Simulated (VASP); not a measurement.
# Li4Si2C3 (F222) in VASP: a series of runs, part 2 of 2

VASP 6.6.1. Earlier steps stand in the parts before.

### 4 Single point, PBE, collinear spin

This run uses another cell than the first one, of 15.28 Å³/atom.

Contents of INCAR:

```
SYSTEM = Li4Si2C3
PREC = Accurate ; ENCUT = 520
EDIFF = 1E-7 ; ISMEAR = 0
SIGMA = 0.1 ; LREAL = .FALSE.
LASPH = .TRUE. ; NELM = 150
ALGO = Normal ; ISIF = 2
LWAVE = .FALSE. ; LCHARG = .FALSE.
ISPIN = 2 ; MAGMOM = 0 0 0 0 0 0 1 1 1
LORBIT = 11 ; GGA = PE
NBANDS = 30
```

Contents of KPOINTS:

```
regular mesh
0
G
  4 4 4
  0 0 0
```

Contents of POSCAR:

```
Li4Si2C3
1.0
    0.0000000000      4.9836248758      3.6377715110
    3.7931950575      0.0000000000      3.6377715110
    3.7931950575      4.9836248758      0.0000000000
Li Si C
4 2 3
Direct
    0.0924654283      0.2816478930      0.6447714622
    0.9811152165      0.6447714622      0.2816478930
    0.2816478930      0.0924654283      0.9811152165
    0.6447714622      0.9811152165      0.0924654283
    0.7297525322      0.2702474678      0.2702474678
    0.2702474678      0.7297525322      0.7297525322
    0.2500000000      0.2500000000      0.2500000000
    0.4034514761      0.4034514761      0.5965485239
    0.5965485239      0.5965485239      0.4034514761
```

Potentials or basis: VASP PAW PBE potentials, release 64 (Li_sv, Si, C).

Run with:

```
$ cat potpaw_PBE.64/Li_sv/POTCAR potpaw_PBE.64/Si/POTCAR potpaw_PBE.64/C/POTCAR > POTCAR
$ mpirun -np 1 vasp_std > vasp.out
```

OUTCAR:

```text
SYSTEM = Li4Si2C3
   PREC = Accurate
   ENCUT = 520
   EDIFF = 1E-7
   ISMEAR = 0
   LREAL = .FALSE.
   LASPH = .TRUE.
   NELM = 150
   ISIF = 2
   ISPIN = 2
   LORBIT = 11
   GGA = PE

 ion  position               nearest neighbor table
   1  0.092  0.282  0.645-   7 2.06   8 2.07   2 2.54   6 2.59
   2  0.981  0.645  0.282-   7 2.06   9 2.07   1 2.54   6 2.59
   3  0.282  0.092  0.981-   7 2.06   8 2.07   4 2.54   5 2.59
   4  0.645  0.981  0.092-   7 2.06   9 2.07   3 2.54   5 2.59
   5  0.730  0.270  0.270-   8 1.88   9 1.88   4 2.59   3 2.59
   6  0.270  0.730  0.730-   8 1.88   9 1.88   2 2.59   1 2.59
   7  0.250  0.250  0.250-   1 2.06   2 2.06   3 2.06   4 2.06
   8  0.403  0.403  0.597-   9 1.40   6 1.88   5 1.88   3 2.07   1 2.07
   9  0.597  0.597  0.403-   8 1.40   6 1.88   5 1.88   4 2.07   2 2.07

  LATTYP: Found a face centered orthorhombic cell.
 ALAT       =     7.2755430220
 B/A-ratio  =     1.0427249337
 C/A-ratio  =     1.3699664371

  Lattice vectors:

 A1 = (   3.7931950575,   4.9836248758,   0.0000000000)
 A2 = (   0.0000000000,   4.9836248758,   3.6377715110)
 A3 = (   3.7931950575,   0.0000000000,   3.6377715110)

Analysis of symmetry for initial positions (statically):
[... 1338 lines left out ...]
  energy-cutoff  :      520.00
  volume of cell :      137.54
      direct lattice vectors                 reciprocal lattice vectors
     0.000000000  4.983624876  3.637771511    -0.131814998  0.100328579  0.137446785
     3.793195058  0.000000000  3.637771511     0.131814998 -0.100328579  0.137446785
     3.793195058  4.983624876  0.000000000     0.131814998  0.100328579 -0.137446785

 POSITION                                       TOTAL-FORCE (eV/Angst)
 -----------------------------------------------------------------------------------
      3.51409      3.67411      1.36094         0.016910     -0.006107     -0.009786
      3.51409      6.29314      5.91460         0.016910      0.006107      0.009786
      4.07230      6.29314      1.36094        -0.016910      0.006107     -0.009786
      4.07230      3.67411      5.91460        -0.016910     -0.006107      0.009786
      2.05020      4.98362      3.63777         0.037265      0.000000     -0.000000
      5.53619      4.98362      3.63777        -0.037265      0.000000     -0.000000
      1.89660      2.49181      1.81889        -0.000000      0.000000      0.000000
      3.79320      4.98362      2.93533         0.000000     -0.000000     -0.053346
      3.79320      4.98362      4.34021         0.000000     -0.000000      0.053346
 -----------------------------------------------------------------------------------
    total drift:                               -0.000000      0.000002     -0.000001

  FREE ENERGIE OF THE ION-ELECTRON SYSTEM (eV)
  ---------------------------------------------------
  free  energy   TOTEN  =       -38.9576902740 eV

  energy  without entropy=      -38.9525506132  energy(sigma->0) =      -38.95512044

 total charge

# of ion       s       p       d       tot
------------------------------------------
    1        2.034   0.071   0.000   2.104
    2        2.034   0.071   0.000   2.104
    3        2.034   0.071   0.000   2.104
    4        2.034   0.071   0.000   2.104
    5        0.817   0.781   0.000   1.597
    6        0.817   0.781   0.000   1.597
    7        0.933   1.224   0.000   2.157
    8        0.892   1.610   0.000   2.502
    9        0.892   1.610   0.000   2.502
--------------------------------------------------
tot         12.486   6.289   0.000  18.775

 magnetization (x)

# of ion       s       p       d       tot
------------------------------------------
    1       -0.000  -0.000   0.000  -0.000
    2       -0.000  -0.000   0.000  -0.000
    3       -0.000  -0.000   0.000  -0.000
    4       -0.000  -0.000   0.000  -0.000
    5        0.000  -0.000   0.000  -0.000
    6        0.000  -0.000   0.000  -0.000
    7        0.000   0.000   0.000   0.000
    8        0.000   0.000   0.000   0.000
    9        0.000   0.000   0.000   0.000
--------------------------------------------------
tot          0.000   0.000   0.000   0.000
```

Wall time 88 s (1 thread of Intel Xeon 6975P-C (Granite Rapids), shared host); peak memory 0.41 GiB.

What came out:

* Free energy: -38.9577 eV
* Largest force: 0.053 eV/Å
* Band gap on the k mesh: zero (filled and empty bands overlap)
* Net moment: 0.00 μB per cell
* Valence electrons inside the program's atomic spheres: Li 2.10; Si 1.60; C 2.16, 2.50 (each value once)

Forces in eV/Å, atoms in the order of the input:
```
Li   0.017 -0.006 -0.010
Li   0.017  0.006  0.010
Li  -0.017  0.006 -0.010
Li  -0.017 -0.006  0.010
Si   0.037  0.000  0.000
Si  -0.037  0.000  0.000
C    0.000  0.000  0.000
C    0.000  0.000 -0.053
C    0.000  0.000  0.053
```

Levels at points of the mesh, in eV from the Fermi level:
Spin up:
```
           k point  band 13  band 14  band 15  band 16  band 17  band 18  band 19  band 20
(0.00, 0.00, 0.00)    -3.26    -1.58    -0.83    -0.54     0.95     1.40     1.43     1.49
(0.50, 0.00, 0.00)    -2.75    -1.55    -0.82    -0.29     0.29     0.83     1.75     2.70
(0.50, 0.50, 0.00)    -1.94    -0.93    -0.81    -0.45     0.01     0.66     1.23     1.77
(0.50, 0.00, 0.50)    -3.34    -0.59    -0.49     0.18     0.21     0.48     1.45     1.62
(0.00, 0.50, 0.50)    -2.00    -1.98    -0.98    -0.98     0.21     0.47     2.25     2.61
```
Spin down:
```tsv
k point	band 13	band 14	band 15	band 16	band 17	band 18	band 19	band 20
(0.00, 0.00, 0.00)	-3.26	-1.58	-0.83	-0.54	0.95	1.40	1.43	1.49
(0.50, 0.00, 0.00)	-2.75	-1.55	-0.82	-0.29	0.29	0.83	1.75	2.70
(0.50, 0.50, 0.00)	-1.94	-0.93	-0.81	-0.45	0.01	0.66	1.23	1.77
(0.50, 0.00, 0.50)	-3.34	-0.59	-0.49	0.18	0.21	0.48	1.45	1.62
(0.00, 0.50, 0.50)	-2.00	-1.98	-0.98	-0.98	0.21	0.47	2.25	2.61
```

Caveat: the cutoff is under 1.25 times the usual one of these potentials, so pressure, stress and relaxed cells hold a basis-set (Pulay) error.

### 5 Summary

```csv
spin,cell,k mesh,gap on the mesh (eV),moment (μB),largest force (eV/Å)
collinear,"a = 6.061, b = 5.480, c = 5.440 Å, angles 67.4, 56.6, 56.0°, 9 atoms, atomic positions A",4 × 4 × 4,none,1.46,63.16
off,"a = 6.303, b = 6.213, c = 5.247 Å, angles 66.1, 64.3, 49.6°, 9 atoms, atomic positions B",8 × 8 × 8,none,-,0.07
collinear,"a = 6.170, b = 5.256, c = 6.263 Å, angles 64.1, 50.0, 65.9°, 9 atoms, atomic positions C",4 × 4 × 4,none,0.00,0.05
```

Alike in all rows: task single point; level PBE; potentials or basis VASP PAW PBE potentials, release 64 (Li_sv, Si, C); cutoff (eV) 520; smearing gaussian 0.1 eV.

Caveats: the cutoff is under 1.25 times the usual one of these potentials, so pressure, stress and relaxed cells hold a basis-set (Pulay) error; atoms lie so close that the PAW spheres overlap strongly, which falsifies energies and pressures (at least some runs); forces of over 1 eV/Å act on the atoms, so gaps and moduli don't describe the material at rest (at least some runs).

Total energies depend on the potentials used, so only differences within one code and one set of settings carry meaning.
